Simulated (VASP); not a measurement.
# BaTe (I4/mmm) in VASP: notebook

BaTe is run at these levels: r2SCAN, HSE06; tasks: single point.

Everything below comes from runs of VASP 6.6.1. Logs are shortened: lines on timing, memory, paths and dates and some standing lists are left out, and cuts for length are marked.

### Step 1. The cell of the first run

The structure is tetragonal, space group I4/mmm (No. 139). Conventional cell: a = 5.152 Å, b = 5.152 Å, c = 7.065 Å, α = 90.00°, β = 90.00°, γ = 90.00°. Ba (site symmetry 4/mmm) has 6 Te at 3.53 to 3.64 Å within 4.6 Å. Within 4.6 Å of Te (site symmetry 4/mmm) lie 6 Ba at 3.53 to 3.64 Å.

### Step 2. Single point, r2SCAN (biaxial xy strain +3.1%)

POSCAR

```
BaTe
1.0
    0.0000000000      3.6429505523      3.5323868441
    3.6429505523      0.0000000000      3.5323868441
    3.6429505523      3.6429505523      0.0000000000
Ba Te
1 1
Direct
    0.0000000000      0.0000000000      0.0000000000
    0.5000000000      0.5000000000      0.5000000000
```

INCAR.step1

```
SYSTEM = BaTe
PREC     = Accurate       ! precision mode
ENCUT    = 550            ! plane-wave cutoff, eV
ISMEAR   = 0              ! smearing method
SIGMA    = 0.01           ! smearing width, eV
LREAL    = .FALSE.        ! projectors in reciprocal space
LASPH    = .TRUE.         ! aspherical terms in the spheres
NELM     = 120            ! most SCF steps
NBANDS   = 15             ! bands
GGA      = PE             ! functional
ALGO     = Normal         ! electronic algorithm
EDIFF    = 1E-5           ! SCF threshold, eV
LWAVE    = .TRUE.         ! write WAVECAR
LCHARG   = .FALSE.        ! write CHGCAR
GGA_COMPAT= .FALSE.
```

INCAR.step2

```
SYSTEM = BaTe
PREC     = Accurate       ! precision mode
ENCUT    = 550            ! plane-wave cutoff, eV
EDIFF    = 1E-6           ! SCF threshold, eV
ISMEAR   = 0              ! smearing method
SIGMA    = 0.01           ! smearing width, eV
LREAL    = .FALSE.        ! projectors in reciprocal space
LASPH    = .TRUE.         ! aspherical terms in the spheres
NELM     = 120            ! most SCF steps
ALGO     = Normal         ! electronic algorithm
ISIF     = 2              ! what is computed and relaxed
LWAVE    = .FALSE.        ! write WAVECAR
LCHARG   = .FALSE.        ! write CHGCAR
METAGGA  = R2SCAN         ! meta-GGA
LMIXTAU  = .TRUE.       
NBANDS   = 15             ! bands
ISTART   = 1            
GGA_COMPAT= .FALSE.
```

KPOINTS

```
regular mesh
0
G
  6 6 6
  0 0 0
```

Potentials or basis: VASP PAW PBE potentials, release 64 (Ba_sv, Te).

On the command line:

```sh
cat potpaw_PBE.64/Ba_sv/POTCAR potpaw_PBE.64/Te/POTCAR > POTCAR
cp INCAR.step1 INCAR
mpirun -np 1 vasp_std > vasp.out
cp INCAR.step2 INCAR
mpirun -np 1 vasp_std > vasp.out
```

OUTCAR:

```text
SYSTEM = BaTe
   PREC = Accurate
   ENCUT = 550
   EDIFF = 1E-6
   ISMEAR = 0
   LREAL = .FALSE.
   LASPH = .TRUE.
   NELM = 120
   ISIF = 2
   METAGGA = R2SCAN
   ISTART = 1

 ion  position               nearest neighbor table
   1  0.000  0.000  0.000-   2 3.53   2 3.53   2 3.64   2 3.64   2 3.64   2 3.64
   2  0.500  0.500  0.500-   1 3.53   1 3.53   1 3.64   1 3.64   1 3.64   1 3.64

  LATTYP: Found a body centered tetragonal cell.
 ALAT       =     5.1519100781
 C/A-ratio  =     1.3712921191

  Lattice vectors:

 A1 = (   0.0000000000,  -3.6429505523,  -3.5323868441)
 A2 = (   0.0000000000,   3.6429505523,  -3.5323868441)
 A3 = (   3.6429505523,   0.0000000000,   3.5323868441)

Analysis of symmetry for initial positions (statically):
=====================================================================
 Subroutine PRICEL returns:
 Original cell was already a primitive cell.

 Routine SETGRP: Setting up the symmetry group for a
 body centered tetragonal supercell.

 Subroutine GETGRP returns: Found 16 space group operations
 (whereof 16 operations were pure point group operations)
 out of a pool of 16 trial point group operations.

The static configuration has the point symmetry D_4h.

Analysis of symmetry for dynamics (positions and initial velocities):
=====================================================================
 Subroutine PRICEL returns:
 Original cell was already a primitive cell.

 Routine SETGRP: Setting up the symmetry group for a
 body centered tetragonal supercell.

 Subroutine GETGRP returns: Found 16 space group operations
 (whereof 16 operations were pure point group operations)
 out of a pool of 16 trial point group operations.

The dynamic configuration has the point symmetry D_4h.

 Subroutine INISYM returns: Found 16 space group operations
 (whereof 16 operations are pure point group operations),
 and found     1 'primitive' translations

----------------------------------------------------------------------------------------

                                     Primitive cell

  volume of cell :      93.7572

  direct lattice vectors                    reciprocal lattice vectors
     0.000000000  3.642950552  3.532386844    -0.137251383  0.137251383  0.141547351
     3.642950552  0.000000000  3.532386844     0.137251383 -0.137251383  0.141547351
     3.642950552  3.642950552  0.000000000     0.137251383  0.137251383 -0.141547351

  length of vectors
     5.074332029  5.074332029  5.151910078     0.240232255  0.240232255  0.240232255

  position of ions in fractional coordinates (direct lattice)
     0.000000000  0.000000000  0.000000000
     0.500000000  0.500000000  0.500000000

  ion indices of the primitive-cell ions
   primitive index   ion index
                 1           1
                 2           2

----------------------------------------------------------------------------------------

 KPOINTS: regular mesh

Automatic generation of k-mesh.
 Grid dimensions read from file:
 generate k-points for:    6    6    6

 Generating k-lattice:

  Cartesian coordinates                     Fractional coordinates (reciprocal lattice)
    -0.022875230  0.022875230  0.023591225     0.166666667  0.000000000  0.000000000
     0.022875230 -0.022875230  0.023591225     0.000000000  0.166666667  0.000000000
     0.022875230  0.022875230 -0.023591225    -0.000000000 -0.000000000  0.166666667

  Length of vectors
     0.040038709  0.040038709  0.040038709

  Shift w.r.t. Gamma in fractional coordinates (k-lattice)
     0.000000000  0.000000000  0.000000000

 Subroutine IBZKPT returns following result:
 ===========================================

 Found     30 irreducible k-points:

 Following reciprocal coordinates:
            Coordinates               Weight
  0.000000  0.000000  0.000000      1.000000
  0.166667  0.000000  0.000000      8.000000
  0.333333 -0.000000  0.000000      8.000000
  0.500000  0.000000  0.000000      4.000000
  0.166667  0.166667  0.000000      2.000000
  0.333333  0.166667  0.000000      8.000000
[... 16 lines left out ...]
  0.333333  0.000000  0.333333      4.000000
  0.500000  0.000000  0.333333     16.000000
 [... further k-points ...]
   k-points           NKPTS =     30   k-points in BZ     NKDIM =     30   number of bands    NBANDS=     15
   number of dos      NEDOS =    301   number of ions     NIONS =      2
   total plane-waves  NPLWV =  64000
   dimension x,y,z NGX =    40 NGY =   40 NGZ =   40
   dimension x,y,z NGXF=    80 NGYF=   80 NGZF=   80
   ions per type =               1   1
   NGX,Y,Z   is equivalent  to a cutoff of  13.10, 13.10, 12.91 a.u.
   NGXF,Y,Z  is equivalent  to a cutoff of  26.21, 26.21, 25.82 a.u.
 SYSTEM =  BaTe
   PREC   = accura    normal or accurate (medium, high low for compatibility)
   ISTART =      1    job   : 0-new  1-cont  2-samecut
   ICHARG =      0    charge: 1-file 2-atom 10-const
   ISPIN  =      1    spin polarized calculation?
   LNONCOLLINEAR =      F non collinear calculations
   LSORBIT =      F    spin-orbit coupling
   LASPH  =      T    aspherical Exc in radial PAW
   ENCUT  =  550.0 eV  40.42 Ry    6.36 a.u.   9.70  9.70  9.85*2*pi/ulx,y,z
   NELM   =    120;   NELMIN=  2; NELMDL=  0     # of ELM steps
   EDIFF  = 0.1E-05   stopping-criterion for ELM
   LREAL  =      F    real-space projection
   EDIFFG = 0.1E-04   stopping-criterion for IOM
   NSW    =      0    number of steps for IOM
   IBRION =     -1    ionic relax: 0-MD 1-quasi-New 2-CG
   NFREE  =      0    steps in history (QN), initial steepest desc. (CG)
   ISIF   =      2    stress and relaxation
   ISYM   =      2    0-nonsym 1-usesym 2-fastsym
   POTIM  = 0.5000    time-step for ionic-motion
   TEBEG  =    0.0;   TEEND  =   0.0 temperature during run
   PSTRESS=    0.0 pullay stress
   NELECT =      16.0000    total number of electrons
   NUPDOWN=      -1.0000    fix difference up-down
   EMIN   =  10.00;   EMAX   =-10.00  energy-range for DOS
   EFERMI =   0.00;   METHOD = LEGACY
   ISMEAR =     0;   SIGMA  =   0.01  broadening in eV -4-tet -1-fermi 0-gaus
   EFERMI_NEDOS =   21; number of points for ismear=-14 and -15
   IALGO  =     38    algorithm
   IMIX   =      4    mixing-type and parameters
     AMIX     =   0.40;   BMIX     =  1.00
     AMIX_MAG =   1.60;   BMIX_MAG =  1.00
  volume/ion in A,a.u.               =      46.88       316.35
  Fermi-wavevector in a.u.,A,eV,Ry     =   0.908057  1.715979 11.218928  0.824568
  Thomas-Fermi vector in A             =   2.031938
   LORBIT       =      0    0 simple, 1 ext, 2 COOP (PROOUT), +10 PAW based schemes
   METAGGA = R2SCAN    functional components
   LHFCALC =     F    Hartree Fock is set to
   AEXX    =    0.0000 exact exchange contribution
   IVDW    =     0    specifies the selected vdW correction
   LEPSILON=     F    determine dielectric tensor
   LRPA    =     F    only Hartree local field effects (RPA)
 non-spin polarized calculation
 Gauss-broadening in eV      SIGMA  =   0.01
  energy-cutoff  :      550.00
  volume of cell :       93.76
 maximum number of plane-waves:      2764
   NGX = 19   NGY = 19   NGZ = 19

 number of electron      16.0000000 magnetization

 Free energy of the ion-electron system (eV)
  ---------------------------------------------------
  ext. energy  EPLUGINS =         0.00000000
  ---------------------------------------------------
  free energy    TOTEN  =       -55.99809898 eV

  energy without entropy =      -55.99809898  energy(sigma->0) =      -55.99809898

 E-fermi :   1.6509     XC(G=0):  -8.2582

 val. band max:        1.5701053029   @ k =   0.0000   0.0000   0.0000
 cond. band min:       3.5697992732   @ k =   0.5000   0.5000   0.0000
 fundamental gap:      1.9996939703
 Fermi energy:         1.6508803037

 k-point     1 :       0.0000    0.0000    0.0000
  band No.  band energies     occupation
      1     -26.5305      2.00000
      2     -11.2394      2.00000
      3     -11.2394      2.00000
      4     -11.2333      2.00000
      5      -8.0961      2.00000
      6       1.5123      2.00000
      7       1.5123      2.00000
      8       1.5701      2.00000
      9       4.7065      0.00000
     10       4.8526      0.00000
     11       4.8526      0.00000
     12       5.0274      0.00000
     13       5.4514      0.00000
     14       5.6178      0.00000
     15       8.9861      0.00000

 k-point     2 :       0.1667    0.0000    0.0000
  band No.  band energies     occupation
      1     -26.5284      2.00000
      2     -11.3145      2.00000
      3     -11.2429      2.00000
      4     -11.2363      2.00000
      5      -7.9549      2.00000
      6       0.8426      2.00000
      7       1.2156      2.00000
      8       1.2362      2.00000
      9       4.9177      0.00000
     10       5.1835      0.00000
     11       5.2732      0.00000
     12       5.6819      0.00000
     13       6.0968      0.00000
     14       6.3307      0.00000
     15       9.7322      0.00000

 k-point     3 :       0.3333   -0.0000    0.0000
  band No.  band energies     occupation
      1     -26.5242      2.00000
      2     -11.4550      2.00000
      3     -11.2497      2.00000
      4     -11.2378      2.00000
      5      -7.6776      2.00000
      6      -0.0867      2.00000
      7       0.7604      2.00000
      8       0.7663      2.00000
      9       5.3195      0.00000
     10       6.0259      0.00000
     11       6.0441      0.00000
     12       6.9955      0.00000
     13       7.5572      0.00000
     14       7.8313      0.00000
     15       9.7587      0.00000
[... 343 lines left out ...]
 k-point    23 :       0.3333    0.0000    0.3333
  band No.  band energies     occupation
      1     -26.5224      2.00000
      2     -11.3727      2.00000
      3     -11.2790      2.00000
      4     -11.2759      2.00000
      5      -7.8632      2.00000
      6       0.1608      2.00000
      7       1.1910      2.00000
      8       1.2277      2.00000
      9       3.8169      0.00000
     10       5.9233      0.00000
     11       6.2263      0.00000
     12       7.0260      0.00000
     13       7.0590      0.00000
     14       8.6229      0.00000
     15       9.6233      0.00000

 k-point    24 :       0.5000    0.0000    0.3333
  band No.  band energies     occupation
      1     -26.5203      2.00000
      2     -11.3880      2.00000
      3     -11.3122      2.00000
      4     -11.2789      2.00000
      5      -7.8159      2.00000
      6       0.2912      2.00000
      7       0.7918      2.00000
      8       1.0041      2.00000
      9       4.1227      0.00000
     10       6.6629      0.00000
     11       6.9931      0.00000
     12       7.1439      0.00000
     13       7.2843      0.00000
     14       7.5629      0.00000
     15       9.3512      0.00000

 [... further k-points ...]

------------------------ aborting loop because EDIFF is reached ----------------------------------------

  FORCE on cell =-STRESS in cart. coord.  units (eV):
  Direction    XX          YY          ZZ          XY          YZ          ZX
  --------------------------------------------------------------------------------------
  -------------------------------------------------------------------------------------
  Total       -1.0974569     -1.0974569     -0.1663697      0.0000000     -0.0000000      0.0000000
  in kB      -18.7539716    -18.7539716     -2.8430209      0.0000000     -0.0000000      0.0000000
  external PRESSURE =     -13.4503214 kB  Pullay stress =       0.0000000 kB

 VOLUME and BASIS-vectors are now :
 -----------------------------------------------------------------------------
  energy-cutoff  :      550.00
  volume of cell :       93.76
      direct lattice vectors                 reciprocal lattice vectors
     0.000000000  3.642950552  3.532386844    -0.137251383  0.137251383  0.141547351
     3.642950552  0.000000000  3.532386844     0.137251383 -0.137251383  0.141547351
     3.642950552  3.642950552  0.000000000     0.137251383  0.137251383 -0.141547351

 POSITION                                       TOTAL-FORCE (eV/Angst)
 -----------------------------------------------------------------------------------
      0.00000      0.00000      0.00000        -0.000000      0.000000     -0.000000
      3.64295      3.64295      3.53239         0.000000     -0.000000      0.000000
 -----------------------------------------------------------------------------------
    total drift:                                0.000000     -0.000000     -0.000000

  FREE ENERGIE OF THE ION-ELECTRON SYSTEM (eV)
  ---------------------------------------------------
  free  energy   TOTEN  =       -55.9980989812 eV

  energy  without entropy=      -55.9980989812  energy(sigma->0) =      -55.99809898
```

Run time: 5 min. Hardware: 1 thread of Intel Xeon 8259CL, shared host; peak memory 0.28 GiB.

What came out:

| Item | Value |
| --- | --- |
| Free energy | -55.9981 eV |
| Pressure | -1.3 GPa |
| Band gap on the k mesh | 2.00 eV (least direct gap 2.39 eV) |

Caveat: the cell differs from its parent crystal (biaxial xy strain +3.1%); the PAW data sets were made with another functional, which shifts forces and pressure a little; spin-orbit coupling is left out, which moves the levels of the heavy elements.

### Step 3. Single point, HSE06 (uniaxial z strain -2.6%)

POSCAR

```
BaTe
1.0
    0.0000000000      3.5323868441      3.4405447862
    3.5323868441      0.0000000000      3.4405447862
    3.5323868441      3.5323868441      0.0000000000
Ba Te
1 1
Direct
    0.0000000000      0.0000000000      0.0000000000
    0.5000000000      0.5000000000      0.5000000000
```

INCAR.step1

```
ALGO     = Normal         # electronic algorithm
EDIFF    = 1E-5           # SCF threshold, eV
ENCUT    = 400            # plane-wave cutoff, eV
GGA      = PE             # functional
GGA_COMPAT= False        
ISIF     = 2              # what is computed and relaxed
ISMEAR   = 0              # smearing method
LASPH    = True           # aspherical terms in the spheres
LREAL    = False          # projectors in reciprocal space
LWAVE    = True           # write WAVECAR
NBANDS   = 15             # bands
NELM     = 120            # most SCF steps
PREC     = Accurate       # precision mode
SIGMA    = 0.01           # smearing width, eV
```

INCAR.step2

```
ALGO     = Normal         # electronic algorithm
EDIFF    = 1E-6           # SCF threshold, eV
ENCUT    = 400            # plane-wave cutoff, eV
GGA      = PE             # functional
GGA_COMPAT= False        
HFSCREEN = 0.2079         # screening, 1/A
ISIF     = 2              # what is computed and relaxed
ISMEAR   = 0              # smearing method
ISTART   = 1            
LASPH    = True           # aspherical terms in the spheres
LCHARG   = True           # write CHGCAR
LELF     = True           # ELF
LHFCALC  = True           # exact exchange
LREAL    = False          # projectors in reciprocal space
LVHAR    = True         
LWAVE    = False          # write WAVECAR
NBANDS   = 15             # bands
NELM     = 120            # most SCF steps
PREC     = Accurate       # precision mode
PRECFOCK = Normal       
SIGMA    = 0.01           # smearing width, eV
```

KPOINTS

```
k-points
0
Gamma
  4 4 4
```

Potentials or basis: VASP PAW PBE potentials, release 64 (Ba_sv, Te).

On the command line:

```sh
cat potpaw_PBE.64/Ba_sv/POTCAR potpaw_PBE.64/Te/POTCAR > POTCAR
cp INCAR.step1 INCAR
mpirun -np 1 vasp_std > vasp.out
cp INCAR.step2 INCAR
mpirun -np 1 vasp_std > vasp.out
```

Run time: 26 min. Hardware: 1 thread of Intel Xeon 8259CL, shared host; peak memory 0.31 GiB.

The run converged. Its results:

* Free energy: -9.7863 eV
* Pressure: 0.9 GPa
* Band gap on the k mesh: 2.19 eV (least direct gap 2.62 eV)

Stress tensor (GPa, compression positive):
```
0.23 0.00 0.00
0.00 0.23 0.00
0.00 0.00 2.17
```

Levels at points of the mesh, in eV from the valence-band top:
```
           k point  band 5  band 6  band 7  band 8  band 9  band 10  band 11  band 12
(0.00, 0.00, 0.00)  -10.44   -0.07   -0.07    0.00    3.56     3.67     3.67     3.85
(0.50, 0.00, 0.00)   -9.57   -2.45   -1.25   -1.23    4.87     5.70     5.86     5.93
(0.50, 0.50, 0.00)  -10.18   -1.23   -0.52   -0.52    2.19     5.37     5.44     6.61
(0.50, 0.00, 0.50)  -10.19   -1.35   -0.47   -0.43    2.20     5.23     5.54     6.54
```

Caveat: the cell differs from its parent crystal (uniaxial z strain -2.6%); the PAW data sets were made with another functional, which shifts forces and pressure a little; spin-orbit coupling is left out, which moves the levels of the heavy elements. A k mesh can miss the band edges.

[end of part 1 of 2]
